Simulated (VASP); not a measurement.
# MnHg (Pm-3m) in VASP: notebook

MnHg is run at these levels: r2SCAN; tasks: single point.

Program: VASP 6.6.1. These are calculated values, not measurements. Logs are shortened: lines on timing, memory, paths and dates and some standing lists are left out, and cuts for length are marked.

**1. The cell of the first run**

The structure is cubic, space group Pm-3m (No. 221). The conventional cell has a = 3.330 Å, b = 3.330 Å, c = 3.330 Å, α = 90.00°, β = 90.00°, γ = 90.00°. Within 3.8 Å of Mn (site symmetry m-3m) lie 8 Hg at 2.88 Å and 6 Mn at 3.33 Å. Hg (site symmetry m-3m) has 8 Mn at 2.88 Å and 6 Hg at 3.33 Å within 3.8 Å.

**2. Single point, r2SCAN, collinear spin, ferromagnetic start**

Input file POSCAR:

```
MnHg
1.0
    3.3300419138      0.0000000000      0.0000000000
    0.0000000000      3.3300419138      0.0000000000
    0.0000000000      0.0000000000      3.3300419138
Mn Hg
1 1
Direct
    0.5000000000      0.5000000000      0.5000000000
    0.0000000000      0.0000000000      0.0000000000
```

Input file INCAR.step1:

```
PREC = Accurate
ENCUT = 520
ISMEAR = 0
SIGMA = 0.1
LREAL = F
LASPH = T
NELM = 150
ISPIN = 2
MAGMOM = 4.64 0
LMAXMIX = 4
NBANDS = 24
GGA = PE
ALGO = Normal
EDIFF = 1E-4
LWAVE = T
LCHARG = F
```

Input file INCAR.step2:

```
PREC = Accurate
ENCUT = 520
EDIFF = 1E-6
ISMEAR = 0
SIGMA = 0.1
LREAL = F
LASPH = T
NELM = 150
ALGO = Normal
ISIF = 2
LWAVE = F
LCHARG = F
ISPIN = 2
MAGMOM = 4.64 0
LORBIT = 11
LMAXMIX = 4
METAGGA = R2SCAN
LMIXTAU = T
NBANDS = 24
ISTART = 1
```

Input file KPOINTS:

```
regular mesh
0
Gamma
  12 12 12
```

Potentials or basis: VASP PAW PBE potentials, release 64 (Mn_pv, Hg).

The run is started by

```
$ cat potpaw_PBE.64/Mn_pv/POTCAR potpaw_PBE.64/Hg/POTCAR > POTCAR
$ cp INCAR.step1 INCAR
$ mpirun -np 1 vasp_std > vasp.out
$ cp INCAR.step2 INCAR
$ mpirun -np 1 vasp_std > vasp.out
```

OUTCAR:

```text
PREC = Accurate
   ENCUT = 520
   EDIFF = 1E-6
   ISMEAR = 0
   LREAL = F
   LASPH = T
   NELM = 150
   ISIF = 2
   ISPIN = 2
   LORBIT = 11
   METAGGA = R2SCAN
   ISTART = 1

 ion  position               nearest neighbor table
   1  0.500  0.500  0.500-   2 2.88   2 2.88   2 2.88   2 2.88   2 2.88   2 2.88   2 2.88   2 2.88

   2  0.000  0.000  0.000-   1 2.88   1 2.88   1 2.88   1 2.88   1 2.88   1 2.88   1 2.88   1 2.88

  LATTYP: Found a simple cubic cell.
 ALAT       =     3.3300419138

  Lattice vectors:

 A1 = (   3.3300419138,   0.0000000000,   0.0000000000)
 A2 = (   0.0000000000,   3.3300419138,   0.0000000000)
 A3 = (   0.0000000000,   0.0000000000,   3.3300419138)

Analysis of symmetry for initial positions (statically):
=====================================================================
 Subroutine PRICEL returns:
 Original cell was already a primitive cell.

 Routine SETGRP: Setting up the symmetry group for a
 simple cubic supercell.

 Subroutine GETGRP returns: Found 48 space group operations
 (whereof 48 operations were pure point group operations)
 out of a pool of 48 trial point group operations.

The static configuration has the point symmetry O_h .

Analysis of symmetry for dynamics (positions and initial velocities):
=====================================================================
 Subroutine PRICEL returns:
 Original cell was already a primitive cell.

 Routine SETGRP: Setting up the symmetry group for a
 simple cubic supercell.

 Subroutine GETGRP returns: Found 48 space group operations
 (whereof 48 operations were pure point group operations)
 out of a pool of 48 trial point group operations.

The dynamic configuration has the point symmetry O_h .

Analysis of structural, dynamic, and magnetic symmetry:
=====================================================================
 Subroutine PRICEL returns:
 Original cell was already a primitive cell.

 Routine SETGRP: Setting up the symmetry group for a
 simple cubic supercell.

 Subroutine GETGRP returns: Found 48 space group operations
 (whereof 48 operations were pure point group operations)
 out of a pool of 48 trial point group operations.

The overall configuration has the point symmetry O_h .

 Subroutine INISYM returns: Found 48 space group operations
 (whereof 48 operations are pure point group operations),
 and found     1 'primitive' translations

----------------------------------------------------------------------------------------

                                     Primitive cell

  volume of cell :      36.9274

  direct lattice vectors                    reciprocal lattice vectors
     3.330041914  0.000000000  0.000000000     0.300296521  0.000000000  0.000000000
     0.000000000  3.330041914  0.000000000     0.000000000  0.300296521  0.000000000
     0.000000000  0.000000000  3.330041914     0.000000000  0.000000000  0.300296521

  length of vectors
     3.330041914  3.330041914  3.330041914     0.300296521  0.300296521  0.300296521

  position of ions in fractional coordinates (direct lattice)
     0.500000000  0.500000000  0.500000000
     0.000000000  0.000000000  0.000000000

  ion indices of the primitive-cell ions
   primitive index   ion index
                 1           1
                 2           2

----------------------------------------------------------------------------------------

 KPOINTS: regular mesh

Automatic generation of k-mesh.
 Grid dimensions read from file:
 generate k-points for:   12   12   12

 Generating k-lattice:

  Cartesian coordinates                     Fractional coordinates (reciprocal lattice)
     0.025024710  0.000000000  0.000000000     0.083333333  0.000000000  0.000000000
     0.000000000  0.025024710  0.000000000     0.000000000  0.083333333  0.000000000
     0.000000000  0.000000000  0.025024710     0.000000000  0.000000000  0.083333333

  Length of vectors
     0.025024710  0.025024710  0.025024710

  Shift w.r.t. Gamma in fractional coordinates (k-lattice)
     0.000000000  0.000000000  0.000000000

 Subroutine IBZKPT returns following result:
 ===========================================

 Found     84 irreducible k-points:

 Following reciprocal coordinates:
            Coordinates               Weight
  0.000000  0.000000  0.000000      1.000000
  0.083333  0.000000  0.000000      6.000000
  0.166667  0.000000  0.000000      6.000000
  0.250000  0.000000  0.000000      6.000000
  0.333333  0.000000  0.000000      6.000000
  0.416667  0.000000  0.000000      6.000000
[... 16 lines left out ...]
  0.333333  0.333333  0.000000     12.000000
  0.416667  0.333333  0.000000     24.000000
 [... further k-points ...]
   k-points           NKPTS =     84   k-points in BZ     NKDIM =     84   number of bands    NBANDS=     24
   number of dos      NEDOS =    301   number of ions     NIONS =      2
   total plane-waves  NPLWV =  21952
   dimension x,y,z NGX =    28 NGY =   28 NGZ =   28
[... 24 lines left out ...]
   PSTRESS=    0.0 pullay stress
   NELECT =      25.0000    total number of electrons
   NUPDOWN=      -1.0000    fix difference up-down
   EMIN   =  10.00;   EMAX   =-10.00  energy-range for DOS
   EFERMI =   0.00;   METHOD = LEGACY
   ISMEAR =     0;   SIGMA  =   0.10  broadening in eV -4-tet -1-fermi 0-gaus
   EFERMI_NEDOS =   21; number of points for ismear=-14 and -15
   IALGO  =     38    algorithm
   IMIX   =      4    mixing-type and parameters
     AMIX     =   0.40;   BMIX     =  1.00
     AMIX_MAG =   1.60;   BMIX_MAG =  1.00
  volume/ion in A,a.u.               =      18.46       124.60
  Fermi-wavevector in a.u.,A,eV,Ry     =   1.437491  2.716464 28.114812  2.066380
  Thomas-Fermi vector in A             =   2.556563
   LORBIT       =     11    0 simple, 1 ext, 2 COOP (PROOUT), +10 PAW based schemes
   METAGGA = R2SCAN    functional components
   LHFCALC =     F    Hartree Fock is set to
   AEXX    =    0.0000 exact exchange contribution
   IVDW    =     0    specifies the selected vdW correction
   LEPSILON=     F    determine dielectric tensor
   LRPA    =     F    only Hartree local field effects (RPA)
 spin polarized calculation
 Gauss-broadening in eV      SIGMA  =   0.10
  energy-cutoff  :      520.00
  volume of cell :       36.93
 maximum number of plane-waves:      1021
 NGX is ok and might be reduce to    28
   NGX = 13   NGY = 13   NGZ = 13

 number of electron      25.0000005 magnetization       4.2038954

 Free energy of the ion-electron system (eV)
  ---------------------------------------------------
  ext. energy  EPLUGINS =         0.00000000
  ---------------------------------------------------
  free energy    TOTEN  =       -64.04137024 eV

  energy without entropy =      -64.03641729  energy(sigma->0) =      -64.03889377

 E-fermi :   5.6043     XC(G=0): -12.5584

 val. band max:        5.5838444999   @ k =   0.5000   0.4167   0.4167
 cond. band min:       5.6086175207   @ k =   0.3333   0.2500   0.0833
 fundamental gap:      0.0247730208
 Fermi energy:         5.6042972868

 spin component 1

 k-point     1 :       0.0000    0.0000    0.0000
  band No.  band energies     occupation
      1     -47.5407      1.00000
      2     -47.5407      1.00000
      3     -47.5407      1.00000
      4      -4.6001      1.00000
      5      -3.2151      1.00000
      6      -3.2151      1.00000
[... 16 lines left out ...]
     23      23.0605      0.00000
     24      26.7220      0.00000
[... 598 lines left out ...]
      2     -47.5506      1.00000
      3     -47.5389      1.00000
      4      -3.2199      1.00000
      5      -2.9980      1.00000
      6      -2.4821      1.00000
[... 16 lines left out ...]
     23      23.6561      0.00000
     24      25.0455      0.00000

 [... further k-points ...]

 spin component 2

 k-point     1 :       0.0000    0.0000    0.0000
  band No.  band energies     occupation
      1     -41.7970      1.00000
      2     -41.7970      1.00000
      3     -41.7970      1.00000
      4      -4.5701      1.00000
      5      -3.1872      1.00000
      6      -3.1872      1.00000
[... 16 lines left out ...]
     23      23.1489      0.00000
     24      28.3603      0.00000
[... 598 lines left out ...]
      2     -41.8103      1.00000
      3     -41.7943      1.00000
      4      -3.1054      1.00000
      5      -2.9998      1.00000
      6      -2.3673      1.00000
[... 16 lines left out ...]
     23      24.5896      0.00000
     24      25.7682      0.00000

 [... further k-points ...]

------------------------ aborting loop because EDIFF is reached ----------------------------------------

  FORCE on cell =-STRESS in cart. coord.  units (eV):
  Direction    XX          YY          ZZ          XY          YZ          ZX
  --------------------------------------------------------------------------------------
  -------------------------------------------------------------------------------------
  Total        0.1155893      0.1155893      0.1155893      0.0000000      0.0000000     -0.0000000
  in kB        5.0150950      5.0150950      5.0150950      0.0000000      0.0000000     -0.0000000
  external PRESSURE =       5.0150950 kB  Pullay stress =       0.0000000 kB

 VOLUME and BASIS-vectors are now :
 -----------------------------------------------------------------------------
  energy-cutoff  :      520.00
  volume of cell :       36.93
      direct lattice vectors                 reciprocal lattice vectors
     3.330041914  0.000000000  0.000000000     0.300296521  0.000000000  0.000000000
     0.000000000  3.330041914  0.000000000     0.000000000  0.300296521  0.000000000
     0.000000000  0.000000000  3.330041914     0.000000000  0.000000000  0.300296521

 POSITION                                       TOTAL-FORCE (eV/Angst)
 -----------------------------------------------------------------------------------
      1.66502      1.66502      1.66502         0.000000      0.000000      0.000000
      0.00000      0.00000      0.00000         0.000000      0.000000      0.000000
 -----------------------------------------------------------------------------------
    total drift:                                0.000000      0.000000      0.000000

  FREE ENERGIE OF THE ION-ELECTRON SYSTEM (eV)
  ---------------------------------------------------
  free  energy   TOTEN  =       -64.0413702422 eV

  energy  without entropy=      -64.0364172934  energy(sigma->0) =      -64.03889377

 total charge

# of ion       s       p       d       tot
------------------------------------------
    1        0.269   6.177   4.915  11.361
    2        0.840   0.536   9.238  10.615
--------------------------------------------------
tot          1.110   6.713  14.154  21.976

 magnetization (x)

# of ion       s       p       d       tot
------------------------------------------
    1        0.033   0.022   4.094   4.149
    2       -0.035  -0.079   0.053  -0.062
--------------------------------------------------
tot         -0.002  -0.058   4.147   4.087
```

It took 14 min on 1 thread of Intel Xeon 8259CL, shared host; peak memory 0.27 GiB.

Results:

* Free energy: -64.0414 eV
* Pressure: 0.5 GPa
* Net moment: 4.20 μB per cell
* Site moments: Mn +4.15; Hg -0.06 μB
* Valence electrons inside the program's atomic spheres: Mn 11.36; Hg 10.62

Levels at points of the mesh, in eV from the Fermi level:
Spin up:
| k point | band 12 | band 13 | band 14 | band 15 | band 16 | band 17 | band 18 | band 19 |
| --- | --- | --- | --- | --- | --- | --- | --- | --- |
| (0.00, 0.00, 0.00) | -3.16 | -3.16 | -3.16 | 4.79 | 4.79 | 4.79 | 8.52 | 11.01 |
| (0.50, 0.00, 0.00) | -3.81 | -3.81 | -3.38 | -2.59 | 9.99 | 9.99 | 10.63 | 11.17 |
| (0.50, 0.50, 0.00) | -3.16 | -3.16 | -1.98 | -1.98 | -0.08 | 2.53 | 12.00 | 12.00 |
| (0.50, 0.50, 0.50) | -3.17 | -3.17 | 0.24 | 3.73 | 3.73 | 3.73 | 4.31 | 4.65 |
Spin down:
| k point | band 6 | band 7 | band 8 | band 9 | band 10 | band 11 | band 12 | band 13 | band 14 | band 15 |
| --- | --- | --- | --- | --- | --- | --- | --- | --- | --- | --- |
| (0.00, 0.00, 0.00) | -8.79 | -7.57 | -7.57 | -7.57 | 0.79 | 0.79 | 1.99 | 1.99 | 1.99 | 5.13 |
| (0.50, 0.00, 0.00) | -7.96 | -7.96 | -7.47 | -5.53 | -4.84 | 0.44 | 0.79 | 0.79 | 1.81 | 2.63 |
| (0.50, 0.50, 0.00) | -8.01 | -8.01 | -7.01 | -3.86 | -1.86 | -1.86 | 0.90 | 1.78 | 1.78 | 2.51 |
| (0.50, 0.50, 0.50) | -8.63 | -6.98 | -6.98 | -1.64 | -1.64 | -1.64 | 0.02 | 2.55 | 2.55 | 5.64 |

Caveat: the PAW data sets were made with another functional, which shifts forces and pressure a little; spin-orbit coupling is left out, which moves the levels of the heavy elements.

**3. Single point, r2SCAN, collinear spin, ferromagnetic start (19.02 Å³/atom)**

This run uses another cell than the first one, of 19.02 Å³/atom.

Input file POSCAR:

```
MnHg
1.0
    3.3630147702      0.0000000000      0.0000000000
    0.0000000000      3.3630147702      0.0000000000
    0.0000000000      0.0000000000      3.3630147702
Mn Hg
1 1
Direct
    0.5000000000      0.5000000000      0.5000000000
    0.0000000000      0.0000000000      0.0000000000
```

Input file INCAR.step1:

```
SYSTEM = MnHg
ALGO     = Normal         ! electronic algorithm
EDIFF    = 1E-4           ! SCF threshold, eV
ENCUT    = 520            ! plane-wave cutoff, eV
GGA      = PE             ! functional
ISMEAR   = 0              ! smearing method
ISPIN    = 2              ! spin polarisation
LASPH    = .True.         ! aspherical terms in the spheres
LCHARG   = .False.        ! write CHGCAR
LMAXMIX  = 4              ! l up to which the mixer works
LREAL    = .False.        ! projectors in reciprocal space
LWAVE    = .True.         ! write WAVECAR
MAGMOM   = 4.64 0         ! initial moments
NBANDS   = 24             ! bands
NELM     = 150            ! most SCF steps
PREC     = Accurate       ! precision mode
SIGMA    = 0.1            ! smearing width, eV
```

Input file INCAR.step2:

```
SYSTEM = MnHg
ALGO     = Normal         ! electronic algorithm
EDIFF    = 1E-6           ! SCF threshold, eV
ENCUT    = 520            ! plane-wave cutoff, eV
ISIF     = 2              ! what is computed and relaxed
ISMEAR   = 0              ! smearing method
ISPIN    = 2              ! spin polarisation
ISTART   = 1            
LASPH    = .True.         ! aspherical terms in the spheres
LCHARG   = .False.        ! write CHGCAR
LMAXMIX  = 4              ! l up to which the mixer works
LMIXTAU  = .True.       
LORBIT   = 11             ! projections on sites
LREAL    = .False.        ! projectors in reciprocal space
LWAVE    = .False.        ! write WAVECAR
MAGMOM   = 4.64 0         ! initial moments
METAGGA  = R2SCAN         ! meta-GGA
NBANDS   = 24             ! bands
NELM     = 150            ! most SCF steps
PREC     = Accurate       ! precision mode
SIGMA    = 0.1            ! smearing width, eV
```

Input file KPOINTS:

```
k-points
0
Gamma
  12 12 12
  0 0 0
```

Potentials or basis: VASP PAW PBE potentials, release 64 (Mn_pv, Hg).

The run is started by

```
$ cat potpaw_PBE.64/Mn_pv/POTCAR potpaw_PBE.64/Hg/POTCAR > POTCAR
$ cp INCAR.step1 INCAR
$ mpirun -np 1 vasp_std > vasp.out
$ cp INCAR.step2 INCAR
$ mpirun -np 1 vasp_std > vasp.out
```

Wall time 13 min (1 thread of Intel Xeon 8259CL, shared host); peak memory 0.27 GiB.

It converged, with:

* Free energy: -64.0366 eV
* Pressure: -1.8 GPa
* Net moment: 4.25 μB per cell
* Site moments: Mn +4.18; Hg -0.06 μB
* Valence electrons inside the program's atomic spheres: Mn 11.34; Hg 10.59

Levels at points of the mesh, in eV from the Fermi level:
Spin up:
```tsv
k point	band 12	band 13	band 14	band 15	band 16	band 17	band 18	band 19
(0.00, 0.00, 0.00)	-3.24	-3.24	-3.24	4.69	4.69	4.69	8.11	10.76
(0.50, 0.00, 0.00)	-3.85	-3.85	-3.44	-2.66	9.74	9.74	10.31	10.87
(0.50, 0.50, 0.00)	-3.24	-3.24	-1.90	-1.90	-0.25	2.33	11.82	11.84
(0.50, 0.50, 0.50)	-3.24	-3.24	0.10	3.62	3.62	3.62	4.09	4.50
```
Spin down:
```csv
k point,band 7,band 8,band 9,band 10,band 11,band 12,band 13,band 14
"(0.00, 0.00, 0.00)",-7.50,-7.50,-7.50,0.80,0.80,1.97,1.97,1.97
"(0.50, 0.00, 0.00)",-7.87,-7.41,-5.50,-4.72,0.49,0.82,0.82,1.80
"(0.50, 0.50, 0.00)",-7.92,-6.97,-3.84,-1.79,-1.79,0.89,1.76,1.76
"(0.50, 0.50, 0.50)",-6.95,-6.95,-1.53,-1.53,-1.53,-0.11,2.51,2.51
```

Caveat: the PAW data sets were made with another functional, which shifts forces and pressure a little; spin-orbit coupling is left out, which moves the levels of the heavy elements.

**4. Single point, r2SCAN, collinear spin, ferromagnetic start (19.57 Å³/atom)**

This run uses another cell than the first one, of 19.57 Å³/atom.

Input file POSCAR:

```
MnHg
1.0
    3.3953534345      0.0000000000      0.0000000000
    0.0000000000      3.3953534345      0.0000000000
    0.0000000000      0.0000000000      3.3953534345
Mn Hg
1 1
Direct
    0.5000000000      0.5000000000      0.5000000000
    0.0000000000      0.0000000000      0.0000000000
```

Input file INCAR.step1:

```
PREC = Accurate ; ENCUT = 520
ISMEAR = 0 ; SIGMA = 0.1
LREAL = F ; LASPH = T
NELM = 150 ; ISPIN = 2
MAGMOM = 4.64 0 ; LMAXMIX = 4
NBANDS = 24 ; GGA = PE
ALGO = Normal ; EDIFF = 1E-4
LWAVE = T ; LCHARG = F
```

Input file INCAR.step2:

```
PREC = Accurate ; ENCUT = 520
EDIFF = 1E-6 ; ISMEAR = 0
SIGMA = 0.1 ; LREAL = F
LASPH = T ; NELM = 150
ALGO = Normal ; ISIF = 2
LWAVE = F ; LCHARG = F
ISPIN = 2 ; MAGMOM = 4.64 0
LORBIT = 11 ; LMAXMIX = 4
METAGGA = R2SCAN ; LMIXTAU = T
NBANDS = 24 ; ISTART = 1
```

Input file KPOINTS:

```
regular mesh
0
Gamma
  12 12 12
```

The run is started by

```
$ cat potpaw_PBE.64/Mn_pv/POTCAR potpaw_PBE.64/Hg/POTCAR > POTCAR
$ cp INCAR.step1 INCAR
$ mpirun -np 1 vasp_std > vasp.out
$ cp INCAR.step2 INCAR
$ mpirun -np 1 vasp_std > vasp.out
```

It took 14 min on 1 thread of Intel Xeon 8259CL, shared host; peak memory 0.28 GiB.

The run converged. Its results:

```
Free energy                                           : -64.0171 eV
Pressure                                              : -3.8 GPa
Net moment                                            : 4.29 μB per cell
Site moments                                          : Mn +4.22; Hg -0.05 μB
Valence electrons inside the program's atomic spheres : Mn 11.31; Hg 10.57
```

Levels at points of the mesh, in eV from the Fermi level:
Spin up:
| k point | band 13 | band 14 | band 15 | band 16 | band 17 | band 18 |
| --- | --- | --- | --- | --- | --- | --- |
| (0.00, 0.00, 0.00) | -3.31 | -3.31 | 4.60 | 4.60 | 4.60 | 7.72 |
| (0.50, 0.00, 0.00) | -3.88 | -3.50 | -2.73 | 9.50 | 9.50 | 10.01 |
| (0.50, 0.50, 0.00) | -3.31 | -1.84 | -1.84 | -0.41 | 2.14 | 11.54 |
| (0.50, 0.50, 0.50) | -3.31 | -0.04 | 3.51 | 3.51 | 3.51 | 3.88 |
Spin down:
```tsv
k point	band 7	band 8	band 9	band 10	band 11	band 12	band 13	band 14
(0.00, 0.00, 0.00)	-7.44	-7.44	-7.44	0.82	0.82	1.95	1.95	1.95
(0.50, 0.00, 0.00)	-7.80	-7.36	-5.48	-4.59	0.54	0.85	0.85	1.80
(0.50, 0.50, 0.00)	-7.83	-6.95	-3.82	-1.72	-1.72	0.87	1.74	1.74
(0.50, 0.50, 0.50)	-6.92	-6.92	-1.44	-1.44	-1.44	-0.24	2.46	2.46
```

Caveat: the cell stands under tension; the PAW data sets were made with another functional, which shifts forces and pressure a little; spin-orbit coupling is left out, which moves the levels of the heavy elements.

**5. Summary**

```tsv
cell	gap on the mesh (eV)	pressure (GPa)	moment (μB)
a = 3.330 Å, 2 atoms	none	0.5	4.20
a = 3.363 Å, 2 atoms	none	-1.8	4.25
a = 3.395 Å, 2 atoms	none	-3.8	4.29
```

Alike in all rows: task single point; level r2SCAN; potentials or basis VASP PAW PBE potentials, release 64 (Mn_pv, Hg); spin collinear, ferromagnetic start; k mesh 12 × 12 × 12; cutoff (eV) 520; smearing gaussian 0.1 eV.

Caveats: the PAW data sets were made with another functional, which shifts forces and pressure a little; spin-orbit coupling is left out, which moves the levels of the heavy elements; the cell stands under tension (at least some runs).

Absolute energies hang on the potentials; compare differences alone.

The gap in the log of VASP goes by the Fermi energy; the results here count the filled bands.